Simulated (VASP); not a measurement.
# AgCl (Pm-3m) in VASP: notebook

Runs on AgCl. Level: PBEsol. Tasks: single point.

All numbers are computed with VASP 6.6.1; they aren't measurements. Logs are shortened: lines on timing, memory, paths and dates and some standing lists are left out, and cuts for length are marked.

### 1 The cell of the first run

Symmetry: Pm-3m, No. 221, cubic system. Conventional cell: a = 3.523 Å, b = 3.523 Å, c = 3.523 Å, α = 90.00°, β = 90.00°, γ = 90.00°. Within 4.0 Å of Ag (site symmetry m-3m) lie 8 Cl at 3.05 Å and 6 Ag at 3.52 Å. Cl (site symmetry m-3m) has 8 Ag at 3.05 Å and 6 Cl at 3.52 Å within 4.0 Å.

### 2 Single point, PBEsol

File INCAR:

```
SYSTEM = AgCl
PREC = Accurate
ENCUT = 520
EDIFF = 1E-7
ISMEAR = 0
SIGMA = 0.01
LREAL = .FALSE.
LASPH = .TRUE.
NELM = 100
ALGO = Normal
ISIF = 2
LWAVE = .FALSE.
LCHARG = .FALSE.
GGA = PS
NBANDS = 16
```

File KPOINTS:

```
Automatic mesh
0
G
  6 6 6
  0 0 0
```

File POSCAR:

```
AgCl
1.0
    3.5232067389      0.0000000000      0.0000000000
    0.0000000000      3.5232067389      0.0000000000
    0.0000000000      0.0000000000      3.5232067389
Ag Cl
1 1
Direct
    0.0000000000      0.0000000000      0.0000000000
    0.5000000000      0.5000000000      0.5000000000
```

Potentials or basis: VASP PAW PBE potentials, release 64 (Ag, Cl).

Run with:

```
$ cat potpaw_PBE.64/Ag/POTCAR potpaw_PBE.64/Cl/POTCAR > POTCAR
$ mpirun -np 1 vasp_std > vasp.out
```

OUTCAR:

```text
SYSTEM = AgCl
   PREC = Accurate
   ENCUT = 520
   EDIFF = 1E-7
   ISMEAR = 0
   LREAL = .FALSE.
   LASPH = .TRUE.
   NELM = 100
   ISIF = 2
   GGA = PS

 ion  position               nearest neighbor table
   1  0.000  0.000  0.000-   2 3.05   2 3.05   2 3.05   2 3.05   2 3.05   2 3.05   2 3.05   2 3.05

   2  0.500  0.500  0.500-   1 3.05   1 3.05   1 3.05   1 3.05   1 3.05   1 3.05   1 3.05   1 3.05

  LATTYP: Found a simple cubic cell.
 ALAT       =     3.5232067389

  Lattice vectors:

 A1 = (   3.5232067389,   0.0000000000,   0.0000000000)
 A2 = (   0.0000000000,   3.5232067389,   0.0000000000)
 A3 = (   0.0000000000,   0.0000000000,   3.5232067389)

Analysis of symmetry for initial positions (statically):
=====================================================================
 Subroutine PRICEL returns:
 Original cell was already a primitive cell.

 Routine SETGRP: Setting up the symmetry group for a
 simple cubic supercell.

 Subroutine GETGRP returns: Found 48 space group operations
 (whereof 48 operations were pure point group operations)
 out of a pool of 48 trial point group operations.

The static configuration has the point symmetry O_h .

Analysis of symmetry for dynamics (positions and initial velocities):
=====================================================================
 Subroutine PRICEL returns:
 Original cell was already a primitive cell.

 Routine SETGRP: Setting up the symmetry group for a
 simple cubic supercell.

 Subroutine GETGRP returns: Found 48 space group operations
 (whereof 48 operations were pure point group operations)
 out of a pool of 48 trial point group operations.

The dynamic configuration has the point symmetry O_h .

 Subroutine INISYM returns: Found 48 space group operations
 (whereof 48 operations are pure point group operations),
 and found     1 'primitive' translations

----------------------------------------------------------------------------------------

                                     Primitive cell

  volume of cell :      43.7335

  direct lattice vectors                    reciprocal lattice vectors
     3.523206739  0.000000000  0.000000000     0.283832336  0.000000000  0.000000000
     0.000000000  3.523206739  0.000000000     0.000000000  0.283832336  0.000000000
     0.000000000  0.000000000  3.523206739     0.000000000  0.000000000  0.283832336

  length of vectors
     3.523206739  3.523206739  3.523206739     0.283832336  0.283832336  0.283832336

[... 74 lines left out ...]
   NELM   =    100;   NELMIN=  2; NELMDL= -5     # of ELM steps
   EDIFF  = 0.1E-06   stopping-criterion for ELM
   LREAL  =      F    real-space projection
   EDIFFG = 0.1E-05   stopping-criterion for IOM
   NSW    =      0    number of steps for IOM
   IBRION =     -1    ionic relax: 0-MD 1-quasi-New 2-CG
   NFREE  =      0    steps in history (QN), initial steepest desc. (CG)
   ISIF   =      2    stress and relaxation
   ISYM   =      2    0-nonsym 1-usesym 2-fastsym
   POTIM  = 0.5000    time-step for ionic-motion
   TEBEG  =    0.0;   TEEND  =   0.0 temperature during run
   PSTRESS=    0.0 pullay stress
   NELECT =      18.0000    total number of electrons
   NUPDOWN=      -1.0000    fix difference up-down
   EMIN   =  10.00;   EMAX   =-10.00  energy-range for DOS
   EFERMI =   0.00;   METHOD = LEGACY
   ISMEAR =     0;   SIGMA  =   0.01  broadening in eV -4-tet -1-fermi 0-gaus
   EFERMI_NEDOS =   21; number of points for ismear=-14 and -15
   IALGO  =     38    algorithm
   IMIX   =      4    mixing-type and parameters
     AMIX     =   0.40;   BMIX     =  1.00
     AMIX_MAG =   1.60;   BMIX_MAG =  1.00
  volume/ion in A,a.u.               =      21.87       147.56
  Fermi-wavevector in a.u.,A,eV,Ry     =   1.217758  2.301228 20.176538  1.482934
  Thomas-Fermi vector in A             =   2.353067
   LORBIT       =      0    0 simple, 1 ext, 2 COOP (PROOUT), +10 PAW based schemes
   GGA     = PS    functional components
   LHFCALC =     F    Hartree Fock is set to
   AEXX    =    0.0000 exact exchange contribution
   IVDW    =     0    specifies the selected vdW correction
   LEPSILON=     F    determine dielectric tensor
   LRPA    =     F    only Hartree local field effects (RPA)
 non-spin polarized calculation
 Gauss-broadening in eV      SIGMA  =   0.01
  energy-cutoff  :      520.00
  volume of cell :       43.73
 maximum number of plane-waves:      1208
 NGX is ok and might be reduce to    28
   NGX = 13   NGY = 13   NGZ = 13

 number of electron      17.9999997 magnetization

 Free energy of the ion-electron system (eV)
  ---------------------------------------------------
  ext. energy  EPLUGINS =         0.00000000
  ---------------------------------------------------
  free energy    TOTEN  =        -5.64411923 eV

  energy without entropy =       -5.64411923  energy(sigma->0) =       -5.64411923

 E-fermi :   2.9829     XC(G=0): -10.2129

 val. band max:        2.8825881161   @ k =   0.5000   0.0000   0.0000
 cond. band min:       3.2873762100   @ k =   0.0000   0.0000   0.0000
 fundamental gap:      0.4047880939
 Fermi energy:         2.9828587472

 k-point     1 :       0.0000    0.0000    0.0000
  band No.  band energies     occupation
      1     -11.2425      2.00000
      2       0.4114      2.00000
      3       0.4114      2.00000
      4       1.2223      2.00000
      5       1.2223      2.00000
      6       1.2223      2.00000
[... 357 lines left out ...]
      3      -0.9702      2.00000
      4      -0.9702      2.00000
      5       1.4909      2.00000
      6       1.4909      2.00000
[... 8 lines left out ...]
     15      19.3670      0.00000
     16      19.3670      0.00000

------------------------ aborting loop because EDIFF is reached ----------------------------------------

  FORCE on cell =-STRESS in cart. coord.  units (eV):
  Direction    XX          YY          ZZ          XY          YZ          ZX
  --------------------------------------------------------------------------------------
  -------------------------------------------------------------------------------------
  Total       -1.8959035     -1.8959035     -1.8959035      0.0000000      0.0000000      0.0000000
  in kB      -69.4564253    -69.4564253    -69.4564253      0.0000000      0.0000000      0.0000000
  external PRESSURE =     -69.4564253 kB  Pullay stress =       0.0000000 kB

 VOLUME and BASIS-vectors are now :
 -----------------------------------------------------------------------------
  energy-cutoff  :      520.00
  volume of cell :       43.73
      direct lattice vectors                 reciprocal lattice vectors
     3.523206739  0.000000000  0.000000000     0.283832336  0.000000000  0.000000000
     0.000000000  3.523206739  0.000000000     0.000000000  0.283832336  0.000000000
     0.000000000  0.000000000  3.523206739     0.000000000  0.000000000  0.283832336

 POSITION                                       TOTAL-FORCE (eV/Angst)
 -----------------------------------------------------------------------------------
      0.00000      0.00000      0.00000         0.000000      0.000000      0.000000
      1.76160      1.76160      1.76160         0.000000      0.000000      0.000000
 -----------------------------------------------------------------------------------
    total drift:                               -0.000000      0.000000      0.000000

  FREE ENERGIE OF THE ION-ELECTRON SYSTEM (eV)
  ---------------------------------------------------
  free  energy   TOTEN  =        -5.6441192269 eV

  energy  without entropy=       -5.6441192269  energy(sigma->0) =       -5.64411923
```

Wall time 37 s (1 thread of Intel Xeon 8259CL, shared host); peak memory 0.16 GiB.

What came out:

```yaml
Free_energy: -5.6441 eV
Pressure: -6.9 GPa
Band_gap_on_the_k_mesh: 0.40 eV (least direct gap 1.69 eV)
```

Levels at points of the mesh, in eV from the valence-band top:
| k point | band 7 | band 8 | band 9 | band 10 | band 11 | band 12 |
| --- | --- | --- | --- | --- | --- | --- |
| (0.00, 0.00, 0.00) | -1.29 | -1.29 | -1.29 | 0.40 | 9.37 | 9.37 |
| (0.50, 0.00, 0.00) | -1.34 | 0.00 | 0.00 | 4.69 | 5.07 | 9.51 |
| (0.50, 0.50, 0.00) | -1.90 | -1.41 | -0.73 | 2.71 | 8.48 | 8.48 |
| (0.50, 0.50, 0.50) | -0.19 | -0.19 | -0.19 | 4.84 | 4.84 | 4.84 |

Caveat: the cell stands under tension; the PAW data sets were made with another functional, which shifts forces and pressure a little. A k mesh can miss the band edges.

### 3 Single point, PBEsol

This run uses another cell than the first one, of 22.68 Å³/atom.

File INCAR:

```
PREC     = Accurate       # precision mode
ENCUT    = 520            # plane-wave cutoff, eV
EDIFF    = 1E-6           # SCF threshold, eV
ISMEAR   = 0              # smearing method
SIGMA    = 0.01           # smearing width, eV
LREAL    = False          # projectors in reciprocal space
LASPH    = True           # aspherical terms in the spheres
NELM     = 60             # most SCF steps
ALGO     = Normal         # electronic algorithm
ISIF     = 2              # what is computed and relaxed
LWAVE    = False          # write WAVECAR
LCHARG   = False          # write CHGCAR
GGA      = PS             # functional
NBANDS   = 16             # bands
```

File KPOINTS:

```
Automatic mesh
0
Gamma
  6 6 6
```

File POSCAR:

```
AgCl
1.0
    3.5661769097      0.0000000000      0.0000000000
    0.0000000000      3.5661769097      0.0000000000
    0.0000000000      0.0000000000      3.5661769097
Ag Cl
1 1
Direct
    0.0000000000      0.0000000000      0.0000000000
    0.5000000000      0.5000000000      0.5000000000
```

Potentials or basis: VASP PAW PBE potentials, release 64 (Ag, Cl).

Run with:

```
$ cat potpaw_PBE.64/Ag/POTCAR potpaw_PBE.64/Cl/POTCAR > POTCAR
$ mpirun -np 1 vasp_std > vasp.out
```

It took 27 s on 1 thread of Intel Xeon 8259CL, shared host; peak memory 0.16 GiB.

It converged, with:

```
Free energy            : -5.5709 eV
Pressure               : -7.6 GPa
Band gap on the k mesh : 0.41 eV (least direct gap 1.60 eV)
```

Levels at points of the mesh, in eV from the valence-band top:
| k point | band 5 | band 6 | band 7 | band 8 | band 9 | band 10 | band 11 | band 12 | band 13 | band 14 |
| --- | --- | --- | --- | --- | --- | --- | --- | --- | --- | --- |
| (0.00, 0.00, 0.00) | -1.61 | -1.61 | -1.18 | -1.18 | -1.18 | 0.41 | 9.39 | 9.39 | 12.68 | 12.68 |
| (0.50, 0.00, 0.00) | -2.25 | -1.57 | -1.30 | 0.00 | 0.00 | 4.69 | 4.92 | 9.61 | 9.85 | 9.85 |
| (0.50, 0.50, 0.00) | -1.90 | -1.83 | -1.83 | -1.38 | -0.66 | 2.73 | 8.35 | 8.35 | 10.32 | 13.44 |
| (0.50, 0.50, 0.50) | -1.36 | -1.36 | -0.20 | -0.20 | -0.20 | 4.94 | 4.94 | 4.94 | 6.08 | 16.15 |

Caveat: the cell stands under tension; the PAW data sets were made with another functional, which shifts forces and pressure a little. A k mesh can miss the band edges.
